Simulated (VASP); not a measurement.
# AlRu (P4/mmm) in VASP: a series of runs

Runs on AlRu. Level: r2SCAN. Tasks: single point.

Program: VASP 6.6.1. These are calculated values, not measurements. Logs are shortened: lines on timing, memory, paths and dates and some standing lists are left out, and cuts for length are marked.

## Step 1: The cell of the first run

It takes space group P4/mmm (No. 123, tetragonal). The conventional cell has a = 2.960 Å, b = 2.960 Å, c = 3.072 Å, α = 90.00°, β = 90.00°, γ = 90.00°. Within 3.4 Å of Al (site symmetry 4/mmm) lie 8 Ru at 2.60 Å and 6 Al at 2.96 to 3.07 Å. Within 3.4 Å of Ru (site symmetry 4/mmm) lie 8 Al at 2.60 Å and 6 Ru at 2.96 to 3.07 Å.

## Step 2: Single point, r2SCAN (uniaxial strain along a: +3.0 %)

File POSCAR:

```
AlRu
1.0
    3.0719703032      0.0000000000      0.0000000000
    0.0000000000      2.9601267242      0.0000000000
    0.0000000000      0.0000000000      2.9601267242
Al Ru
1 1
Direct
    0.0000000000      0.0000000000      0.0000000000
    0.5000000000      0.5000000000      0.5000000000
```

File INCAR.step1:

```
PREC = Accurate
ENCUT = 520
ISMEAR = 0
SIGMA = 0.1
LREAL = F
LASPH = T
NELM = 80
NBANDS = 16
GGA = PE
ALGO = Normal
EDIFF = 1E-4
LWAVE = T
LCHARG = F
```

File INCAR.step2:

```
PREC = Accurate
ENCUT = 520
EDIFF = 1E-6
ISMEAR = 0
SIGMA = 0.1
LREAL = F
LASPH = T
NELM = 80
ALGO = Normal
ISIF = 2
LWAVE = F
LCHARG = T
METAGGA = R2SCAN
LMIXTAU = T
LELF = T
LVHAR = T
NBANDS = 16
ISTART = 1
```

File KPOINTS:

```
regular mesh
0
Gamma
  18 18 18
```

Potentials or basis: VASP PAW PBE potentials, release 64 (Al, Ru_pv).

Run with:

```sh
$ cat potpaw_PBE.64/Al/POTCAR potpaw_PBE.64/Ru_pv/POTCAR > POTCAR
$ cp INCAR.step1 INCAR
$ mpirun -np 1 vasp_std > vasp.out
$ cp INCAR.step2 INCAR
$ mpirun -np 1 vasp_std > vasp.out
```

OUTCAR:

```text
PREC = Accurate
   ENCUT = 520
   EDIFF = 1E-6
   ISMEAR = 0
   LREAL = F
   LASPH = T
   NELM = 80
   ISIF = 2
   METAGGA = R2SCAN
   ISTART = 1

 ion  position               nearest neighbor table
   1  0.000  0.000  0.000-   2 2.60   2 2.60   2 2.60   2 2.60   2 2.60   2 2.60   2 2.60   2 2.60

   2  0.500  0.500  0.500-   1 2.60   1 2.60   1 2.60   1 2.60   1 2.60   1 2.60   1 2.60   1 2.60

  LATTYP: Found a simple tetragonal cell.
 ALAT       =     2.9601267242
 C/A-ratio  =     1.0377833753

  Lattice vectors:

 A1 = (   0.0000000000,   2.9601267242,   0.0000000000)
 A2 = (   0.0000000000,   0.0000000000,   2.9601267242)
 A3 = (   3.0719703032,   0.0000000000,   0.0000000000)

Analysis of symmetry for initial positions (statically):
=====================================================================
 Subroutine PRICEL returns:
 Original cell was already a primitive cell.

 Routine SETGRP: Setting up the symmetry group for a
 simple tetragonal supercell.

 Subroutine GETGRP returns: Found 16 space group operations
 (whereof 16 operations were pure point group operations)
 out of a pool of 16 trial point group operations.

The static configuration has the point symmetry D_4h.

Analysis of symmetry for dynamics (positions and initial velocities):
=====================================================================
 Subroutine PRICEL returns:
 Original cell was already a primitive cell.

 Routine SETGRP: Setting up the symmetry group for a
 simple tetragonal supercell.

 Subroutine GETGRP returns: Found 16 space group operations
 (whereof 16 operations were pure point group operations)
 out of a pool of 16 trial point group operations.

The dynamic configuration has the point symmetry D_4h.

 Subroutine INISYM returns: Found 16 space group operations
 (whereof 16 operations are pure point group operations),
 and found     1 'primitive' translations

----------------------------------------------------------------------------------------

                                     Primitive cell

  volume of cell :      26.9177

  direct lattice vectors                    reciprocal lattice vectors
     3.071970303  0.000000000  0.000000000     0.325523980  0.000000000  0.000000000
     0.000000000  2.960126724  0.000000000     0.000000000  0.337823375  0.000000000
     0.000000000  0.000000000  2.960126724     0.000000000  0.000000000  0.337823375

  length of vectors
     3.071970303  2.960126724  2.960126724     0.325523980  0.337823375  0.337823375

  position of ions in fractional coordinates (direct lattice)
     0.000000000  0.000000000  0.000000000
     0.500000000  0.500000000  0.500000000

  ion indices of the primitive-cell ions
   primitive index   ion index
                 1           1
                 2           2

----------------------------------------------------------------------------------------

 KPOINTS: regular mesh

Automatic generation of k-mesh.
 Grid dimensions read from file:
 generate k-points for:   18   18   18

 Generating k-lattice:

  Cartesian coordinates                     Fractional coordinates (reciprocal lattice)
     0.018084666  0.000000000  0.000000000     0.055555556  0.000000000  0.000000000
     0.000000000  0.018767965  0.000000000     0.000000000  0.055555556  0.000000000
     0.000000000  0.000000000  0.018767965     0.000000000  0.000000000  0.055555556

  Length of vectors
     0.018084666  0.018767965  0.018767965

  Shift w.r.t. Gamma in fractional coordinates (k-lattice)
     0.000000000  0.000000000  0.000000000

 Subroutine IBZKPT returns following result:
 ===========================================

 Found    550 irreducible k-points:

 Following reciprocal coordinates:
            Coordinates               Weight
  0.000000  0.000000  0.000000      1.000000
  0.055556  0.000000  0.000000      2.000000
  0.111111  0.000000  0.000000      2.000000
  0.166667  0.000000  0.000000      2.000000
  0.222222  0.000000  0.000000      2.000000
  0.277778  0.000000  0.000000      2.000000
[... 16 lines left out ...]
  0.111111  0.111111  0.000000      8.000000
  0.166667  0.111111  0.000000      8.000000
 [... further k-points ...]
   k-points           NKPTS =    550   k-points in BZ     NKDIM =    550   number of bands    NBANDS=     16
   number of dos      NEDOS =    301   number of ions     NIONS =      2
   total plane-waves  NPLWV =  13824
   dimension x,y,z NGX =    24 NGY =   24 NGZ =   24
   dimension x,y,z NGXF=    48 NGYF=   48 NGZF=   48
   ions per type =               1   1
   NGX,Y,Z   is equivalent  to a cutoff of  12.99, 13.48, 13.48 a.u.
   NGXF,Y,Z  is equivalent  to a cutoff of  25.98, 26.96, 26.96 a.u.
 SYSTEM =  unknown system
   PREC   = accura    normal or accurate (medium, high low for compatibility)
   ISTART =      1    job   : 0-new  1-cont  2-samecut
   ICHARG =      0    charge: 1-file 2-atom 10-const
   ISPIN  =      1    spin polarized calculation?
   LNONCOLLINEAR =      F non collinear calculations
   LSORBIT =      F    spin-orbit coupling
   LASPH  =      T    aspherical Exc in radial PAW
   ENCUT  =  520.0 eV  38.22 Ry    6.18 a.u.   5.71  5.50  5.50*2*pi/ulx,y,z
   NELM   =     80;   NELMIN=  2; NELMDL=  0     # of ELM steps
   EDIFF  = 0.1E-05   stopping-criterion for ELM
   LREAL  =      F    real-space projection
   EDIFFG = 0.1E-04   stopping-criterion for IOM
   NSW    =      0    number of steps for IOM
   IBRION =     -1    ionic relax: 0-MD 1-quasi-New 2-CG
   NFREE  =      0    steps in history (QN), initial steepest desc. (CG)
   ISIF   =      2    stress and relaxation
   ISYM   =      2    0-nonsym 1-usesym 2-fastsym
   POTIM  = 0.5000    time-step for ionic-motion
   TEBEG  =    0.0;   TEEND  =   0.0 temperature during run
   PSTRESS=    0.0 pullay stress
   NELECT =      17.0000    total number of electrons
   NUPDOWN=      -1.0000    fix difference up-down
   EMIN   =  10.00;   EMAX   =-10.00  energy-range for DOS
   EFERMI =   0.00;   METHOD = LEGACY
   ISMEAR =     0;   SIGMA  =   0.10  broadening in eV -4-tet -1-fermi 0-gaus
   EFERMI_NEDOS =   21; number of points for ismear=-14 and -15
   IALGO  =     38    algorithm
   IMIX   =      4    mixing-type and parameters
     AMIX     =   0.40;   BMIX     =  1.00
     AMIX_MAG =   1.60;   BMIX_MAG =  1.00
  volume/ion in A,a.u.               =      13.46        90.82
  Fermi-wavevector in a.u.,A,eV,Ry     =   1.404576  2.654264 26.842035  1.972834
  Thomas-Fermi vector in A             =   2.527124
   LORBIT       =      0    0 simple, 1 ext, 2 COOP (PROOUT), +10 PAW based schemes
   METAGGA = R2SCAN    functional components
   LHFCALC =     F    Hartree Fock is set to
   AEXX    =    0.0000 exact exchange contribution
   IVDW    =     0    specifies the selected vdW correction
   LEPSILON=     F    determine dielectric tensor
   LRPA    =     F    only Hartree local field effects (RPA)
 non-spin polarized calculation
 Gauss-broadening in eV      SIGMA  =   0.10
  energy-cutoff  :      520.00
  volume of cell :       26.92
 maximum number of plane-waves:       747
 NGX is ok and might be reduce to    24
   NGX = 11   NGY = 11   NGZ = 11

 number of electron      16.9999998 magnetization

 Free energy of the ion-electron system (eV)
  ---------------------------------------------------
  ext. energy  EPLUGINS =         0.00000000
  ---------------------------------------------------
  free energy    TOTEN  =       -33.59784368 eV

  energy without entropy =      -33.59014721  energy(sigma->0) =      -33.59399545

 E-fermi :  10.4878     XC(G=0): -13.5865

 val. band max:       10.4861419505   @ k =   0.1111   0.2222   0.0000
 cond. band min:      10.4888920747   @ k =   0.0000   0.0556   0.0000
 fundamental gap:      0.0027501242
 Fermi energy:        10.4877828958

 k-point     1 :       0.0000    0.0000    0.0000
  band No.  band energies     occupation
      1     -32.6178      2.00000
      2     -32.5672      2.00000
      3     -32.5672      2.00000
      4       0.3497      2.00000
      5       6.8255      2.00000
      6       6.8447      2.00000
[... 8 lines left out ...]
     15      21.9371      0.00000
     16      26.9075      0.00000

 k-point     2 :       0.0556    0.0000    0.0000
  band No.  band energies     occupation
      1     -32.6233      2.00000
      2     -32.5668      2.00000
      3     -32.5668      2.00000
      4       0.4098      2.00000
      5       6.8374      2.00000
      6       6.8648      2.00000
[... 8 lines left out ...]
     15      22.1931      0.00000
     16      27.0461      0.00000

 k-point     3 :       0.1111    0.0000    0.0000
  band No.  band energies     occupation
      1     -32.6390      2.00000
      2     -32.5655      2.00000
      3     -32.5655      2.00000
      4       0.5883      2.00000
      5       6.8634      2.00000
      6       6.9234      2.00000
[... 8 lines left out ...]
     15      22.7843      0.00000
     16      27.4875      0.00000

 k-point     4 :       0.1667    0.0000    0.0000
  band No.  band energies     occupation
      1     -32.6630      2.00000
      2     -32.5635      2.00000
      3     -32.5635      2.00000
      4       0.8806      2.00000
      5       6.8733      2.00000
      6       7.0157      2.00000
[... 8 lines left out ...]
     15      23.4128      0.00000
     16      28.2779      0.00000
[... 324 lines left out ...]
 k-point    22 :       0.0556    0.1111    0.0000
  band No.  band energies     occupation
      1     -32.6205      2.00000
      2     -32.5970      2.00000
      3     -32.5642      2.00000
      4       0.6629      2.00000
      5       6.9374      2.00000
      6       6.9530      2.00000
[... 8 lines left out ...]
     15      22.7803      0.00000
     16      27.8708      0.00000

 k-point    23 :       0.1111    0.1111    0.0000
  band No.  band energies     occupation
      1     -32.6362      2.00000
      2     -32.5956      2.00000
      3     -32.5629      2.00000
      4       0.8379      2.00000
      5       6.9676      2.00000
      6       7.0144      2.00000
[... 8 lines left out ...]
     15      23.1170      0.00000
     16      28.2257      0.00000

 k-point    24 :       0.1667    0.1111    0.0000
  band No.  band energies     occupation
      1     -32.6600      2.00000
      2     -32.5935      2.00000
      3     -32.5609      2.00000
      4       1.1240      2.00000
      5       6.9831      2.00000
      6       7.1094      2.00000
[... 8 lines left out ...]
     15      23.7958      0.00000
     16      28.3851      0.00000

 [... further k-points ...]

------------------------ aborting loop because EDIFF is reached ----------------------------------------

  FORCE on cell =-STRESS in cart. coord.  units (eV):
  Direction    XX          YY          ZZ          XY          YZ          ZX
  --------------------------------------------------------------------------------------
  -------------------------------------------------------------------------------------
  Total       -1.2369168     -0.1149199     -0.1149199      0.0000000      0.0000000      0.0000000
  in kB      -73.6229918     -6.8401921     -6.8401921      0.0000000      0.0000000      0.0000000
  external PRESSURE =     -29.1011254 kB  Pullay stress =       0.0000000 kB

 VOLUME and BASIS-vectors are now :
 -----------------------------------------------------------------------------
  energy-cutoff  :      520.00
  volume of cell :       26.92
      direct lattice vectors                 reciprocal lattice vectors
     3.071970303  0.000000000  0.000000000     0.325523980  0.000000000  0.000000000
     0.000000000  2.960126724  0.000000000     0.000000000  0.337823375  0.000000000
     0.000000000  0.000000000  2.960126724     0.000000000  0.000000000  0.337823375

 POSITION                                       TOTAL-FORCE (eV/Angst)
 -----------------------------------------------------------------------------------
      0.00000      0.00000      0.00000         0.000000      0.000000      0.000000
      1.53599      1.48006      1.48006         0.000000      0.000000      0.000000
 -----------------------------------------------------------------------------------
    total drift:                                0.000000     -0.000000     -0.000000

  FREE ENERGIE OF THE ION-ELECTRON SYSTEM (eV)
  ---------------------------------------------------
  free  energy   TOTEN  =       -33.5978436784 eV

  energy  without entropy=      -33.5901472134  energy(sigma->0) =      -33.59399545
```

Wall time 3 min (1 thread of Intel Xeon 6975P-C (Granite Rapids), shared host); peak memory 0.33 GiB.

What came out:

```yaml
Free_energy: -33.5978 eV
Pressure: -2.9 GPa
Band_gap_on_the_k_mesh: zero (an odd number of electrons rules out a gap without spin polarisation)
```

Stress tensor (GPa, compression positive):
```
-7.36  0.00  0.00
 0.00 -0.68  0.00
 0.00  0.00 -0.68
```

Levels at points of the mesh, in eV from the Fermi level:
```tsv
k point	band 6	band 7	band 8	band 9	band 10	band 11	band 12	band 13
(0.00, 0.00, 0.00)	-3.64	0.09	0.09	0.35	5.70	6.90	6.90	10.35
(0.50, 0.00, 0.00)	-2.88	-1.52	-1.52	0.56	2.06	7.79	10.35	11.93
(0.00, 0.50, 0.00)	-2.73	-1.98	-1.52	0.38	2.71	7.71	10.35	10.92
(0.50, 0.50, 0.00)	-1.68	-1.40	-1.16	-1.06	1.61	5.48	6.59	10.35
(0.00, 0.50, 0.50)	-1.47	-1.47	-1.32	-1.32	1.87	5.96	6.88	10.35
(0.50, 0.50, 0.50)	-4.86	1.67	1.94	3.17	4.15	4.40	4.40	8.72
```

Caveat: the cell differs from its parent crystal (uniaxial strain along a: +3.0 %); the stress differs along the axes, from -7 to -1 GPa; the PAW data sets were made with another functional, which shifts forces and pressure a little.

(Part 1 of 2 ends here.)
